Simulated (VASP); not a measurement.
# KI (Pm-3m) in VASP: further runs

The runs below take KI through single point, with PBE, r2SCAN.

All numbers are computed with VASP 6.6.1; they aren't measurements. Logs are shortened: lines on timing, memory, paths and dates and some standing lists are left out, and cuts for length are marked.

## (1) The cell of the first run

Symmetry: Pm-3m, No. 221, cubic system. The conventional cell has a = 4.298 Å, b = 4.298 Å, c = 4.298 Å, α = 90.00°, β = 90.00°, γ = 90.00°. Within 4.9 Å of K (site symmetry m-3m) lie 8 I at 3.72 Å and 6 K at 4.30 Å. Within 4.9 Å of I (site symmetry m-3m) lie 8 K at 3.72 Å and 6 I at 4.30 Å.

## (2) Single point, PBE (volume changed by -3%)

File INCAR:

```
ALGO     = Normal         # electronic algorithm
EDIFF    = 1E-6           # SCF threshold, eV
ENCUT    = 520            # plane-wave cutoff, eV
GGA      = PE             # functional
ISIF     = 2              # what is computed and relaxed
ISMEAR   = 0              # smearing method
LASPH    = T              # aspherical terms in the spheres
LCHARG   = F              # write CHGCAR
LREAL    = F              # projectors in reciprocal space
LWAVE    = F              # write WAVECAR
NBANDS   = 15             # bands
NELM     = 80             # most SCF steps
PREC     = Accurate       # precision mode
SIGMA    = 0.01           # smearing width, eV
```

File KPOINTS:

```
k-points
0
Gamma
  6 6 6
```

File POSCAR:

```
KI
1.0
    4.2978433926      0.0000000000      0.0000000000
    0.0000000000      4.2978433926      0.0000000000
    0.0000000000      0.0000000000      4.2978433926
K I
1 1
Direct
    0.0000000000      0.0000000000      0.0000000000
    0.5000000000      0.5000000000      0.5000000000
```

Potentials or basis: VASP PAW PBE potentials, release 64 (K_sv, I).

Run with:

```bash
cat potpaw_PBE.64/K_sv/POTCAR potpaw_PBE.64/I/POTCAR > POTCAR
mpirun -np 1 vasp_std > vasp.out
```

OUTCAR:

```text
EDIFF = 1E-6
   ENCUT = 520
   GGA = PE
   ISIF = 2
   ISMEAR = 0
   LASPH = T
   LREAL = F
   NELM = 80
   PREC = Accurate

 ion  position               nearest neighbor table
   1  0.000  0.000  0.000-
   2  0.500  0.500  0.500-

  LATTYP: Found a simple cubic cell.
 ALAT       =     4.2978433926

  Lattice vectors:

 A1 = (   4.2978433926,   0.0000000000,   0.0000000000)
 A2 = (   0.0000000000,   4.2978433926,   0.0000000000)
 A3 = (   0.0000000000,   0.0000000000,   4.2978433926)

Analysis of symmetry for initial positions (statically):
=====================================================================
 Subroutine PRICEL returns:
 Original cell was already a primitive cell.

 Routine SETGRP: Setting up the symmetry group for a
 simple cubic supercell.

 Subroutine GETGRP returns: Found 48 space group operations
 (whereof 48 operations were pure point group operations)
 out of a pool of 48 trial point group operations.

The static configuration has the point symmetry O_h .

Analysis of symmetry for dynamics (positions and initial velocities):
=====================================================================
 Subroutine PRICEL returns:
 Original cell was already a primitive cell.

 Routine SETGRP: Setting up the symmetry group for a
 simple cubic supercell.

 Subroutine GETGRP returns: Found 48 space group operations
 (whereof 48 operations were pure point group operations)
 out of a pool of 48 trial point group operations.

The dynamic configuration has the point symmetry O_h .

 Subroutine INISYM returns: Found 48 space group operations
 (whereof 48 operations are pure point group operations),
 and found     1 'primitive' translations

----------------------------------------------------------------------------------------

                                     Primitive cell

  volume of cell :      79.3874

  direct lattice vectors                    reciprocal lattice vectors
     4.297843393  0.000000000  0.000000000     0.232674834  0.000000000  0.000000000
     0.000000000  4.297843393  0.000000000     0.000000000  0.232674834  0.000000000
     0.000000000  0.000000000  4.297843393     0.000000000  0.000000000  0.232674834

  length of vectors
     4.297843393  4.297843393  4.297843393     0.232674834  0.232674834  0.232674834

  position of ions in fractional coordinates (direct lattice)
     0.000000000  0.000000000  0.000000000
     0.500000000  0.500000000  0.500000000

  ion indices of the primitive-cell ions
   primitive index   ion index
                 1           1
                 2           2

----------------------------------------------------------------------------------------

 KPOINTS: k-points

Automatic generation of k-mesh.
 Grid dimensions read from file:
 generate k-points for:    6    6    6

 Generating k-lattice:

  Cartesian coordinates                     Fractional coordinates (reciprocal lattice)
     0.038779139  0.000000000  0.000000000     0.166666667  0.000000000  0.000000000
     0.000000000  0.038779139  0.000000000     0.000000000  0.166666667  0.000000000
     0.000000000  0.000000000  0.038779139     0.000000000  0.000000000  0.166666667

  Length of vectors
     0.038779139  0.038779139  0.038779139

  Shift w.r.t. Gamma in fractional coordinates (k-lattice)
     0.000000000  0.000000000  0.000000000

 Subroutine IBZKPT returns following result:
 ===========================================

 Found     20 irreducible k-points:

 Following reciprocal coordinates:
            Coordinates               Weight
  0.000000  0.000000  0.000000      1.000000
  0.166667  0.000000  0.000000      6.000000
  0.333333  0.000000  0.000000      6.000000
  0.500000  0.000000  0.000000      3.000000
  0.166667  0.166667  0.000000     12.000000
  0.333333  0.166667  0.000000     24.000000
[... 12 lines left out ...]
  0.500000  0.500000  0.333333      6.000000
  0.500000  0.500000  0.500000      1.000000
   k-points           NKPTS =     20   k-points in BZ     NKDIM =     20   number of bands    NBANDS=     15
   number of dos      NEDOS =    301   number of ions     NIONS =      2
   total plane-waves  NPLWV =  32768
   dimension x,y,z NGX =    32 NGY =   32 NGZ =   32
   dimension x,y,z NGXF=    64 NGYF=   64 NGZF=   64
   ions per type =               1   1
   NGX,Y,Z   is equivalent  to a cutoff of  12.38, 12.38, 12.38 a.u.
   NGXF,Y,Z  is equivalent  to a cutoff of  24.76, 24.76, 24.76 a.u.
 SYSTEM =  unknown system
   PREC   = accura    normal or accurate (medium, high low for compatibility)
   ISTART =      0    job   : 0-new  1-cont  2-samecut
   ICHARG =      2    charge: 1-file 2-atom 10-const
   ISPIN  =      1    spin polarized calculation?
   LNONCOLLINEAR =      F non collinear calculations
   LSORBIT =      F    spin-orbit coupling
   LASPH  =      T    aspherical Exc in radial PAW
   ENCUT  =  520.0 eV  38.22 Ry    6.18 a.u.   7.99  7.99  7.99*2*pi/ulx,y,z
   NELM   =     80;   NELMIN=  2; NELMDL= -5     # of ELM steps
   EDIFF  = 0.1E-05   stopping-criterion for ELM
   LREAL  =      F    real-space projection
[... 7 lines left out ...]
   TEBEG  =    0.0;   TEEND  =   0.0 temperature during run
   PSTRESS=    0.0 pullay stress
   NELECT =      16.0000    total number of electrons
   NUPDOWN=      -1.0000    fix difference up-down
   EMIN   =  10.00;   EMAX   =-10.00  energy-range for DOS
   EFERMI =   0.00;   METHOD = LEGACY
   ISMEAR =     0;   SIGMA  =   0.01  broadening in eV -4-tet -1-fermi 0-gaus
   EFERMI_NEDOS =   21; number of points for ismear=-14 and -15
   IALGO  =     38    algorithm
   IMIX   =      4    mixing-type and parameters
     AMIX     =   0.40;   BMIX     =  1.00
     AMIX_MAG =   1.60;   BMIX_MAG =  1.00
  volume/ion in A,a.u.               =      39.69       267.87
  Fermi-wavevector in a.u.,A,eV,Ry     =   0.959837  1.813829 12.534876  0.921287
  Thomas-Fermi vector in A             =   2.089069
   LORBIT       =      0    0 simple, 1 ext, 2 COOP (PROOUT), +10 PAW based schemes
   GGA     = PE    functional components
   LHFCALC =     F    Hartree Fock is set to
   AEXX    =    0.0000 exact exchange contribution
   IVDW    =     0    specifies the selected vdW correction
   LEPSILON=     F    determine dielectric tensor
   LRPA    =     F    only Hartree local field effects (RPA)
 non-spin polarized calculation
 Gauss-broadening in eV      SIGMA  =   0.01
  energy-cutoff  :      520.00
  volume of cell :       79.39
 maximum number of plane-waves:      2176
 NGX is ok and might be reduce to    32
   NGX = 15   NGY = 15   NGZ = 15

 number of electron      16.0000004 magnetization

 Free energy of the ion-electron system (eV)
  ---------------------------------------------------
  ext. energy  EPLUGINS =         0.00000000
  ---------------------------------------------------
  free energy    TOTEN  =        -5.42199963 eV

  energy without entropy =       -5.42199963  energy(sigma->0) =       -5.42199963

 E-fermi :   0.9237     XC(G=0):  -7.6905

 val. band max:        0.8510370558   @ k =   0.5000   0.5000   0.0000
 cond. band min:       4.1694880222   @ k =   0.0000   0.0000   0.0000
 fundamental gap:      3.3184509664
 Fermi energy:         0.9236519438

 k-point     1 :       0.0000    0.0000    0.0000
  band No.  band energies     occupation
      1     -28.5309      2.00000
      2     -11.9839      2.00000
      3     -11.9839      2.00000
      4     -11.9839      2.00000
      5     -10.2964      2.00000
      6       0.4927      2.00000
      7       0.4927      2.00000
      8       0.4927      2.00000
      9       4.1695      0.00000
     10       5.6253      0.00000
     11       5.6253      0.00000
     12       9.2339      0.00000
     13       9.2339      0.00000
     14       9.2339      0.00000
     15      11.3129      0.00000

 k-point     2 :       0.1667    0.0000    0.0000
  band No.  band energies     occupation
      1     -28.5298      2.00000
      2     -12.0266      2.00000
      3     -11.9811      2.00000
      4     -11.9811      2.00000
      5     -10.2219      2.00000
      6      -0.1444      2.00000
      7       0.5112      2.00000
      8       0.5112      2.00000
      9       4.7447      0.00000
     10       5.8227      0.00000
     11       6.2810      0.00000
     12       9.1451      0.00000
     13       9.1451      0.00000
     14       9.3439      0.00000
     15      10.3741      0.00000

 k-point     3 :       0.3333    0.0000    0.0000
  band No.  band energies     occupation
      1     -28.5275      2.00000
      2     -12.1058      2.00000
      3     -11.9755      2.00000
      4     -11.9755      2.00000
      5     -10.0740      2.00000
      6      -1.0535      2.00000
      7       0.5486      2.00000
      8       0.5486      2.00000
      9       5.6938      0.00000
     10       6.3963      0.00000
     11       7.5455      0.00000
     12       8.8862      0.00000
     13       9.1327      0.00000
     14       9.1327      0.00000
     15       9.6043      0.00000
[... 271 lines left out ...]
 k-point    19 :       0.5000    0.5000    0.3333
  band No.  band energies     occupation
      1     -28.5188      2.00000
      2     -12.0519      2.00000
      3     -12.0519      2.00000
      4     -12.0268      2.00000
      5      -9.8275      2.00000
      6      -0.8059      2.00000
      7      -0.8059      2.00000
      8      -0.4591      2.00000
      9       5.8915      0.00000
     10       6.7078      0.00000
     11       6.7078      0.00000
     12       8.9956      0.00000
     13       9.7770      0.00000
     14       9.7770      0.00000
     15      10.4002      0.00000

 k-point    20 :       0.5000    0.5000    0.5000
  band No.  band energies     occupation
      1     -28.5178      2.00000
      2     -12.0473      2.00000
      3     -12.0473      2.00000
      4     -12.0473      2.00000
      5      -9.7833      2.00000
      6      -0.7916      2.00000
      7      -0.7916      2.00000
      8      -0.7916      2.00000
      9       6.4801      0.00000
     10       6.4801      0.00000
     11       6.4801      0.00000
     12       9.6756      0.00000
     13       9.6756      0.00000
     14       9.6756      0.00000
     15       9.9747      0.00000

------------------------ aborting loop because EDIFF is reached ----------------------------------------

  FORCE on cell =-STRESS in cart. coord.  units (eV):
  Direction    XX          YY          ZZ          XY          YZ          ZX
  --------------------------------------------------------------------------------------
  -------------------------------------------------------------------------------------
  Total        0.2189974      0.2189974      0.2189974     -0.0000000     -0.0000000     -0.0000000
  in kB        4.4197514      4.4197514      4.4197514     -0.0000000     -0.0000000     -0.0000000
  external PRESSURE =       4.4197514 kB  Pullay stress =       0.0000000 kB

 VOLUME and BASIS-vectors are now :
 -----------------------------------------------------------------------------
  energy-cutoff  :      520.00
  volume of cell :       79.39
      direct lattice vectors                 reciprocal lattice vectors
     4.297843393  0.000000000  0.000000000     0.232674834  0.000000000  0.000000000
     0.000000000  4.297843393  0.000000000     0.000000000  0.232674834  0.000000000
     0.000000000  0.000000000  4.297843393     0.000000000  0.000000000  0.232674834

 POSITION                                       TOTAL-FORCE (eV/Angst)
 -----------------------------------------------------------------------------------
      0.00000      0.00000      0.00000         0.000000      0.000000      0.000000
      2.14892      2.14892      2.14892         0.000000      0.000000      0.000000
 -----------------------------------------------------------------------------------
    total drift:                                0.000000      0.000000     -0.000000

  FREE ENERGIE OF THE ION-ELECTRON SYSTEM (eV)
  ---------------------------------------------------
  free  energy   TOTEN  =        -5.4219996277 eV

  energy  without entropy=       -5.4219996277  energy(sigma->0) =       -5.42199963
```

Wall time 13 s (1 thread of Intel Xeon Platinum 8259CL at 2.50GHz (Skylake/Cascade Lake), shared host); peak memory 0.19 GiB.

What came out:

```
Free energy            : -5.4220 eV
Pressure               : 0.4 GPa
Band gap on the k mesh : 3.32 eV, indirect (least direct gap 3.68 eV)
```

Caveat: the cell differs from its parent crystal (volume changed by -3%); spin-orbit coupling is left out, which moves the levels of the heavy elements. A k mesh can miss the band edges.

## (3) Single point, PBE

This run uses another cell than the first one, of 40.92 Å³/atom, 1.031 times its volume.

File INCAR:

```
ALGO = Normal
EDIFF = 1E-7
ENCUT = 520
GGA = PE
ISIF = 2
ISMEAR = 0
LASPH = True
LCHARG = False
LREAL = False
LWAVE = False
NBANDS = 15
NELM = 80
PREC = Accurate
SIGMA = 0.01
```

KPOINTS is that of step 2.

File POSCAR:

```
KI
1.0
    4.3417019666      0.0000000000      0.0000000000
    0.0000000000      4.3417019666      0.0000000000
    0.0000000000      0.0000000000      4.3417019666
K I
1 1
Direct
    0.0000000000      0.0000000000      0.0000000000
    0.5000000000      0.5000000000      0.5000000000
```

Potentials or basis: VASP PAW PBE potentials, release 64 (K_sv, I).

Run with:

```bash
cat potpaw_PBE.64/K_sv/POTCAR potpaw_PBE.64/I/POTCAR > POTCAR
mpirun -np 1 vasp_std > vasp.out
```

Run time: 14 s. Hardware: 1 thread of Intel Xeon Platinum 8259CL at 2.50GHz (Skylake/Cascade Lake), shared host; peak memory 0.19 GiB.

The run converged. Its results:

- Free energy: -5.4257 eV
- Pressure: 0.0 GPa
- Band gap on the k mesh: 3.24 eV, indirect (least direct gap 3.59 eV)

Levels at points of the mesh, in eV from the valence-band top:
```csv
k point,band 4,band 5,band 6,band 7,band 8,band 9,band 10,band 11,band 12,band 13
"(0.00, 0.00, 0.00)",-12.86,-11.07,-0.34,-0.34,-0.34,3.24,4.83,4.83,8.34,8.34
"(0.50, 0.00, 0.00)",-12.85,-10.81,-2.16,-0.27,-0.27,5.39,6.21,6.87,7.08,8.59
"(0.50, 0.50, 0.00)",-12.85,-10.75,-1.62,-1.62,0.00,3.94,5.68,6.80,6.80,8.88
"(0.50, 0.50, 0.50)",-12.92,-10.60,-1.55,-1.55,-1.55,5.61,5.61,5.61,8.71,8.71
```

Caveat: spin-orbit coupling is left out, which moves the levels of the heavy elements.

## (4) Single point, PBE (volume changed by +3%)

File INCAR:

```
SYSTEM = KI
ALGO = Normal ; EDIFF = 1E-6
ENCUT = 520 ; GGA = PE
ISIF = 2 ; ISMEAR = 0
LASPH = .True. ; LCHARG = .True.
LELF = .True. ; LREAL = .False.
LVHAR = .True. ; LWAVE = .False.
NBANDS = 15 ; NELM = 100
PREC = Accurate ; SIGMA = 0.01
```

File KPOINTS:

```
k-points
0
Gamma
  6 6 6
  0 0 0
```

File POSCAR:

```
KI
1.0
    4.3846919106      0.0000000000      0.0000000000
    0.0000000000      4.3846919106      0.0000000000
    0.0000000000      0.0000000000      4.3846919106
K I
1 1
Direct
    0.0000000000      0.0000000000      0.0000000000
    0.5000000000      0.5000000000      0.5000000000
```

Run with:

```bash
cat potpaw_PBE.64/K_sv/POTCAR potpaw_PBE.64/I/POTCAR > POTCAR
mpirun -np 1 vasp_std > vasp.out
```

It took 19 s on 1 thread of Intel Xeon Platinum 8259CL at 2.50GHz (Skylake/Cascade Lake), shared host; peak memory 0.21 GiB.

The run converged. Its results:

| Property | Result |
| --- | --- |
| Free energy | -5.4235 eV |
| Pressure | -0.3 GPa |
| Band gap on the k mesh | 3.18 eV, indirect (least direct gap 3.50 eV) |

Levels at points of the mesh, in eV from the valence-band top:
| k point | band 6 | band 7 | band 8 | band 9 | band 10 | band 11 |
| --- | --- | --- | --- | --- | --- | --- |
| (0.00, 0.00, 0.00) | -0.33 | -0.33 | -0.33 | 3.18 | 4.88 | 4.88 |
| (0.50, 0.00, 0.00) | -2.06 | -0.25 | -0.25 | 5.32 | 6.22 | 6.73 |
| (0.50, 0.50, 0.00) | -1.55 | -1.55 | 0.00 | 3.96 | 5.67 | 6.81 |
| (0.50, 0.50, 0.50) | -1.47 | -1.47 | -1.47 | 5.60 | 5.60 | 5.60 |

Caveat: the cell differs from its parent crystal (volume changed by +3%); spin-orbit coupling is left out, which moves the levels of the heavy elements. A k mesh can miss the band edges.

[end of part 1 of 2]
